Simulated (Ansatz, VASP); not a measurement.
# One calculation of FeSi, two programs

```xyz
8
Lattice="4.4480 0.0000 0.0000 0.0000 4.4480 0.0000 0.0000 0.0000 4.4480" Properties=species:S:1:pos:R:3 pbc="T T T"
Fe    0.6019    0.6019    0.6019
Fe    1.6220    3.8460    2.8259
Fe    2.8259    1.6220    3.8460
Fe    3.8460    2.8259    1.6220
Si    3.7385    3.7385    3.7385
Si    2.9334    0.7095    1.5145
Si    1.5145    2.9334    0.7095
Si    0.7095    1.5145    2.9334
```

Alike in both runs: functional r2SCAN; k mesh 8 × 8 × 8; occupations gaussian, width 0.05 eV; no spin polarisation.

Ansatz relaxed the structure, and its values are those at the end. VASP's run is a single point on that final structure, the one shown.

|  | VASP | Ansatz |
| --- | --- | --- |
| version | VASP 6.6.1 | Ansatz 0.2.0 |
| potentials or method | VASP PAW PBE potentials, release 64 (Fe, Si), cutoff 520 eV | scalar-relativistic, plane waves, PAW |
| valence electrons in the cell | 48 | 80 |

|  | VASP | Ansatz | Ansatz less VASP |
| --- | --- | --- | --- |
| gap on the k mesh at the Fermi level (eV) | 0.33 | 0.34 | +0.012 |
| least direct gap on the mesh (eV) | 0.34 | 0.35 | +0.012 |
| pressure (GPa) | -6.5 | -6.9 | -0.38 |
| rms of the force components (eV/Å) | 0.014 | 0.001 | -0.0129 |

VASP's potentials were made for PBE, not for r2SCAN. VASP's potentials hold 48 valence electrons a cell and Ansatz's 80, so a difference there can come from the potentials and not from the codes. Ansatz's warnings: stress scf threshold loose.
